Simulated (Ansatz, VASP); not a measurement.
# SrO in VASP and in Ansatz

POSCAR

```
SrO
1.0
    0.0000000000      2.5698000000      2.5698000000
    2.5698000000      0.0000000000      2.5698000000
    2.5698000000      2.5698000000      0.0000000000
Sr O
1 1
Direct
   -0.0170246712     -0.0170246712      0.0170246712
    0.5000000000      0.5000000000      0.5000000000
```

INCAR.step1

```
SYSTEM = SrO
PREC = Accurate ; ENCUT = 520
ISMEAR = 0 ; SIGMA = 0.05
LREAL = .False. ; LASPH = .True.
NELM = 80 ; NBANDS = 15
GGA = PE ; ALGO = Normal
EDIFF = 1E-4 ; LWAVE = .True.
LCHARG = .False.
```

File INCAR.step2:

```
SYSTEM = SrO
PREC = Accurate ; ENCUT = 520
EDIFF = 1E-6 ; ISMEAR = 0
SIGMA = 0.05 ; LREAL = .False.
LASPH = .True. ; NELM = 80
ALGO = Normal ; ISIF = 2
LWAVE = .False. ; LCHARG = .False.
METAGGA = R2SCAN ; LMIXTAU = .True.
NBANDS = 15 ; ISTART = 1
```

The input KPOINTS:

```
regular mesh
0
Gamma
  8 8 8
  0 0 0
```

Input for Ansatz:

```yaml
crystal:
  lattice:
    - [0.0, 2.5698, 2.5698]
    - [2.5698, 0.0, 2.5698]
    - [2.5698, 2.5698, 0.0]
  atoms:
    - { symbol: Sr, position: [-0.0170246712, -0.0170246712, 0.0170246712] }
    - { symbol: O, position: [0.5, 0.5, 0.5] }
basis:
  ecutwfc: 500
kpoints:
  mp_grid: { grid: [8, 8, 8] }
hamiltonian:
  xc: r2scan
scf:
  occupations: { method: gaussian, width: 0.05 }
output:
  forces: true
  stress: true
  eigenvalues: true
  write_density: true
  write_potential: true
  elf: true
  volumetric_format: npy
```

Change from the starting cell: all Sr atoms moved +0.087 Å, as atom 1 towards its neighbour atom 2 (O) at 2.570 Å.

Alike in both runs: task single point; functional r2SCAN; k mesh 8 × 8 × 8; occupations gaussian, width 0.05 eV; no spin polarisation.

|  | VASP | Ansatz |
| --- | --- | --- |
| version | VASP 6.6.1 | Ansatz 0.2.0 |
| potentials or method | VASP PAW PBE potentials, release 64 (Sr_sv, O), cutoff 520 eV | scalar-relativistic, plane waves, PAW |
| valence electrons in the cell | 16 | 16 |

|  | VASP | Ansatz | Ansatz less VASP |
| --- | --- | --- | --- |
| gap on the k mesh at the Fermi level (eV) | 3.76 | 3.81 | +0.053 |
| least direct gap on the mesh (eV) | 3.83 | 3.87 | +0.041 |
| pressure (GPa) | 1.9 | 1.3 | -0.57 |
| traceless stress, the component that is largest in VASP (GPa) | 0.63 | 0.60 | -0.036 |
| rms of the force components (eV/Å) | 0.137 | 0.130 | -0.0080 |

VASP's potentials were made for PBE, not for r2SCAN. Atom by atom the forces differ by 0.008 eV/Å (rms over components).
